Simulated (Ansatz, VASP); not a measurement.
# Be: VASP beside Ansatz

```
CELL_PARAMETERS angstrom
2.17992 0.00000 0.00000
-1.08996 1.88787 0.00000
0.00000 0.00000 6.93386
ATOMIC_POSITIONS crystal
Be 0.00000 0.00000 0.00000
Be 0.00000 0.00000 0.50000
Be 0.33333 0.66667 0.25000
Be 0.66667 0.33333 0.75000
```

Alike in both runs: task single point; functional RPBE; k mesh 18 × 18 × 5; occupations fermi-dirac, width 0.1 eV; no spin polarisation.

```csv
,VASP,Ansatz
version,VASP 6.6.1,Ansatz 0.2.0
potentials or method,"VASP PAW PBE potentials, release 64 (Be), cutoff 520 eV","plane waves (420 eV) with PAW, scalar-relativistic"
valence electrons in the cell,8,8
```

|  | VASP | Ansatz | Ansatz less VASP |
| --- | --- | --- | --- |
| pressure (GPa) | 18.7 | 18.6 | -0.04 |
| traceless stress, the component that is largest in VASP (GPa) | 2.20 | 2.18 | -0.023 |

VASP's potentials were made for PBE, not for RPBE.
